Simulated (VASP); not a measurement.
# NaCl in VASP: settings compared

Aim: see how the results for NaCl move with the level of theory and the settings. Levels: HSE06, PBE0, PBEsol. Tasks: single point.

All numbers are computed with VASP 6.6.1; they aren't measurements. Logs are shortened: lines on timing, memory, paths and dates and some standing lists are left out, and cuts for length are marked.

## Step 1: The cell of the first run

The structure is cubic, space group Fm-3m (No. 225). The conventional cell has a = 5.588 Å, b = 5.588 Å, c = 5.588 Å, α = 90.00°, β = 90.00°, γ = 90.00°. Cl (site symmetry m-3m) has 6 Na at 2.79 Å within 3.7 Å. Na (site symmetry m-3m) has 6 Cl at 2.79 Å within 3.7 Å.

## Step 2: Single point, HSE06

Input file POSCAR:

```
NaCl
1.0
    0.0000000000      2.7940632177      2.7940632177
    2.7940632177      0.0000000000      2.7940632177
    2.7940632177      2.7940632177      0.0000000000
Cl Na
1 1
Direct
    0.5000000000      0.5000000000      0.5000000000
    0.0000000000      0.0000000000      0.0000000000
```

Input file INCAR.step1:

```
SYSTEM = NaCl
  ALGO = Normal
  EDIFF = 1E-5
  ENCUT = 400
  GGA = PE
  GGA_COMPAT = .False.
  ISIF = 2
  ISMEAR = 0
  LASPH = .True.
  LREAL = .False.
  LWAVE = .True.
  NBANDS = 14
  NELM = 120
  PREC = Accurate
  SIGMA = 0.01
```

Input file INCAR.step2:

```
SYSTEM = NaCl
  ALGO = Normal
  EDIFF = 1E-6
  ENCUT = 400
  GGA = PE
  GGA_COMPAT = .False.
  HFSCREEN = 0.2079
  ISIF = 2
  ISMEAR = 0
  ISTART = 1
  LASPH = .True.
  LCHARG = .True.
  LELF = .True.
  LHFCALC = .True.
  LREAL = .False.
  LVHAR = .True.
  LWAVE = .False.
  NBANDS = 14
  NELM = 120
  PREC = Accurate
  PRECFOCK = Normal
  SIGMA = 0.01
```

Input file KPOINTS:

```
k-points
0
Gamma
  6 6 6
  0 0 0
```

Potentials or basis: VASP PAW PBE potentials, release 64 (Cl, Na_pv).

On the command line:

```sh
cat potpaw_PBE.64/Cl/POTCAR potpaw_PBE.64/Na_pv/POTCAR > POTCAR
cp INCAR.step1 INCAR
mpirun -np 1 vasp_std > vasp.out
cp INCAR.step2 INCAR
mpirun -np 1 vasp_std > vasp.out
```

OUTCAR:

```text
SYSTEM = NaCl
   EDIFF = 1E-6
   ENCUT = 400
   GGA = PE
   HFSCREEN = 0.2079
   ISIF = 2
   ISMEAR = 0
   ISTART = 1
   LASPH = .True.
   LHFCALC = .True.
   LREAL = .False.
   NELM = 120
   PREC = Accurate
   PRECFOCK = Normal

 ion  position               nearest neighbor table
   1  0.500  0.500  0.500-
   2  0.000  0.000  0.000-

  LATTYP: Found a face centered cubic cell.
 ALAT       =     5.5881264354

  Lattice vectors:

 A1 = (   0.0000000000,   2.7940632177,   2.7940632177)
 A2 = (   2.7940632177,   0.0000000000,   2.7940632177)
 A3 = (   2.7940632177,   2.7940632177,   0.0000000000)

Analysis of symmetry for initial positions (statically):
=====================================================================
 Subroutine PRICEL returns:
 Original cell was already a primitive cell.

 Routine SETGRP: Setting up the symmetry group for a
 face centered cubic supercell.

 Subroutine GETGRP returns: Found 48 space group operations
 (whereof 48 operations were pure point group operations)
 out of a pool of 48 trial point group operations.

The static configuration has the point symmetry O_h .

Analysis of symmetry for dynamics (positions and initial velocities):
=====================================================================
 Subroutine PRICEL returns:
 Original cell was already a primitive cell.

 Routine SETGRP: Setting up the symmetry group for a
 face centered cubic supercell.

 Subroutine GETGRP returns: Found 48 space group operations
 (whereof 48 operations were pure point group operations)
 out of a pool of 48 trial point group operations.

The dynamic configuration has the point symmetry O_h .

 Subroutine INISYM returns: Found 48 space group operations
 (whereof 48 operations are pure point group operations),
 and found     1 'primitive' translations

----------------------------------------------------------------------------------------

                                     Primitive cell

  volume of cell :      43.6253

  direct lattice vectors                    reciprocal lattice vectors
     0.000000000  2.794063218  2.794063218    -0.178950854  0.178950854  0.178950854
     2.794063218  0.000000000  2.794063218     0.178950854 -0.178950854  0.178950854
     2.794063218  2.794063218  0.000000000     0.178950854  0.178950854 -0.178950854

  length of vectors
[... 90 lines left out ...]
   IALGO  =     38    algorithm
   IMIX   =      1    mixing-type and parameters
     AMIX     =   0.40;   BMIX     =  1.00
     AMIX_MAG =   1.60;   BMIX_MAG =  1.00
  volume/ion in A,a.u.               =      21.81       147.20
  Fermi-wavevector in a.u.,A,eV,Ry     =   1.120825  2.118053 17.092312  1.256249
  Thomas-Fermi vector in A             =   2.257475
   LORBIT       =      0    0 simple, 1 ext, 2 COOP (PROOUT), +10 PAW based schemes
   GGA     = PE    functional components
   LHFCALC =     T    Hartree Fock is set to
   PRECFOCK=normal    Normal, Fast or Accurate (Low or Medium for compatibility)
   ENCUT4O =  -1.0   cutoff for four orbital integrals eV
   NKREDX  =     1    reduce k-point grid by
   NKREDY  =     1    reduce k-point grid by
   NKREDZ  =     1    reduce k-point grid by
   AEXX    =    0.2500 exact exchange contribution
   HFSCREEN=    0.2079 screening length (either q_TF or 0.3 A-1)
   HFSCREENC=   0.2079 screening length for correlation (either q_TF or 0.3 A-1)
   ENCUTFOCK=  -1.0 apply spherical cutoff to Coloumb kernel
   IVDW    =     0    specifies the selected vdW correction
   LEPSILON=     F    determine dielectric tensor
   LRPA    =     F    only Hartree local field effects (RPA)
 non-spin polarized calculation
 Gauss-broadening in eV      SIGMA  =   0.01
  energy-cutoff  :      400.00
  volume of cell :       43.63
 maximum number of plane-waves:       821
 NGX is ok and might be reduce to    28
  NGX = 20; NGY = 20; NGZ = 20

 number of electron      14.0000003 magnetization

 Free energy of the ion-electron system (eV)
  ---------------------------------------------------
  ext. energy  EPLUGINS =         0.00000000
  ---------------------------------------------------
  free energy    TOTEN  =        -7.87374753 eV

  energy without entropy =       -7.87374753  energy(sigma->0) =       -7.87374753

 E-fermi :  -1.4871     XC(G=0):  -6.8949

 val. band max:       -1.5638738437   @ k =   0.0000   0.0000   0.0000
 cond. band min:       5.0227430196   @ k =   0.0000   0.0000   0.0000
 fundamental gap:      6.5866168633
 Fermi energy:        -1.4870614061

 k-point     1 :       0.0000    0.0000    0.0000
  band No.  band energies     occupation
      1     -24.3897      2.00000
      2     -24.3897      2.00000
      3     -24.3897      2.00000
      4     -15.4844      2.00000
      5      -1.5639      2.00000
      6      -1.5639      2.00000
      7      -1.5639      2.00000
      8       5.0227      0.00000
      9      11.0863      0.00000
     10      11.0863      0.00000
     11      11.0863      0.00000
     12      13.4522      0.00000
     13      13.4522      0.00000
     14      14.8191      0.00000
[... 241 lines left out ...]
      1     -24.4072      2.00000
      2     -24.4010      2.00000
      3     -24.3995      2.00000
      4     -15.0175      2.00000
      5      -3.1706      2.00000
      6      -2.5848      2.00000
      7      -2.3594      2.00000
      8       8.4183      0.00000
      9       8.7390      0.00000
     10      10.5828      0.00000
     11      12.2749      0.00000
     12      15.5840      0.00000
     13      16.6878      0.00000
     14      16.7192      0.00000

------------------------ aborting loop because EDIFF is reached ----------------------------------------

  FORCE on cell =-STRESS in cart. coord.  units (eV):
  Direction    XX          YY          ZZ          XY          YZ          ZX
  --------------------------------------------------------------------------------------
  -------------------------------------------------------------------------------------
  Total        0.2183493      0.2183493      0.2183493     -0.0000000      0.0000000      0.0000000
  in kB        8.0190644      8.0190644      8.0190644     -0.0000000      0.0000000      0.0000000
  external PRESSURE =       8.0190644 kB  Pullay stress =       0.0000000 kB

 VOLUME and BASIS-vectors are now :
 -----------------------------------------------------------------------------
  energy-cutoff  :      400.00
  volume of cell :       43.63
      direct lattice vectors                 reciprocal lattice vectors
     0.000000000  2.794063218  2.794063218    -0.178950854  0.178950854  0.178950854
     2.794063218  0.000000000  2.794063218     0.178950854 -0.178950854  0.178950854
     2.794063218  2.794063218  0.000000000     0.178950854  0.178950854 -0.178950854

 POSITION                                       TOTAL-FORCE (eV/Angst)
 -----------------------------------------------------------------------------------
      2.79406      2.79406      2.79406        -0.000000      0.000000     -0.000000
      0.00000      0.00000      0.00000         0.000000     -0.000000      0.000000
 -----------------------------------------------------------------------------------
    total drift:                                0.000003      0.000003      0.000003

  FREE ENERGIE OF THE ION-ELECTRON SYSTEM (eV)
  ---------------------------------------------------
  free  energy   TOTEN  =        -7.8737475344 eV

  energy  without entropy=       -7.8737475344  energy(sigma->0) =       -7.87374753
```

OUTCAR.step1:

```text
SYSTEM = NaCl
   EDIFF = 1E-5
   ENCUT = 400
   GGA = PE
   ISIF = 2
   ISMEAR = 0
[... 484 lines left out ...]
      2.79406      2.79406      2.79406        -0.000000     -0.000000     -0.000000
      0.00000      0.00000      0.00000         0.000000      0.000000      0.000000
 -----------------------------------------------------------------------------------
    total drift:                                0.000000      0.000000      0.000000

  FREE ENERGIE OF THE ION-ELECTRON SYSTEM (eV)
  ---------------------------------------------------
  free  energy   TOTEN  =        -6.7658893582 eV

  energy  without entropy=       -6.7658893582  energy(sigma->0) =       -6.76588936
```

It took 4.5 min on 1 thread of Intel Xeon 6975P-C (Granite Rapids), shared host; peak memory 0.25 GiB.

What came out:

```
Free energy            : -7.8737 eV
Pressure               : 0.8 GPa
Band gap on the k mesh : 6.59 eV
```

Caveat: the PAW data sets were made with another functional, which shifts forces and pressure a little.

## Step 3: Single point, PBE0

POSCAR is that of step 2.

Input file INCAR.step1:

```
  ALGO = Normal
  EDIFF = 1E-5
  ENCUT = 400
  GGA = PE
  GGA_COMPAT = False
  ISIF = 2
  ISMEAR = 0
  LASPH = True
  LCHARG = False
  LREAL = False
  LWAVE = True
  NBANDS = 14
  NELM = 120
  PREC = Accurate
  SIGMA = 0.01
```

Input file INCAR.step2:

```
  AEXX = 0.25
  ALGO = Normal
  EDIFF = 1E-6
  ENCUT = 400
  GGA = PE
  GGA_COMPAT = False
  ISIF = 2
  ISMEAR = 0
  ISTART = 1
  LASPH = True
  LCHARG = False
  LHFCALC = True
  LREAL = False
  LWAVE = False
  NBANDS = 14
  NELM = 120
  PREC = Accurate
  PRECFOCK = Normal
  SIGMA = 0.01
```

Input file KPOINTS:

```
k-points
0
Gamma
  6 6 6
```

Potentials or basis: VASP PAW PBE potentials, release 64 (Cl, Na_pv).

On the command line:

```sh
cat potpaw_PBE.64/Cl/POTCAR potpaw_PBE.64/Na_pv/POTCAR > POTCAR
cp INCAR.step1 INCAR
mpirun -np 1 vasp_std > vasp.out
cp INCAR.step2 INCAR
mpirun -np 1 vasp_std > vasp.out
```

Run time: 4.3 min. Hardware: 1 thread of Intel Xeon 6975P-C (Granite Rapids), shared host; peak memory 0.16 GiB.

Results (log left out):

- Free energy: -8.3983 eV
- Pressure: 0.7 GPa
- Band gap on the k mesh: 7.32 eV

Levels at points of the mesh, in eV from the valence-band top:
| k point | band 5 | band 6 | band 7 | band 8 | band 9 | band 10 |
| --- | --- | --- | --- | --- | --- | --- |
| (0.00, 0.00, 0.00) | 0.00 | 0.00 | 0.00 | 7.32 | 13.42 | 13.42 |
| (0.50, 0.00, 0.00) | -2.16 | -0.31 | -0.31 | 9.41 | 13.25 | 13.34 |
| (0.50, 0.50, 0.00) | -1.89 | -0.68 | -0.68 | 9.84 | 10.13 | 13.86 |

Caveat: the PAW data sets were made with another functional, which shifts forces and pressure a little.

(Part 1 of 2 ends here.)
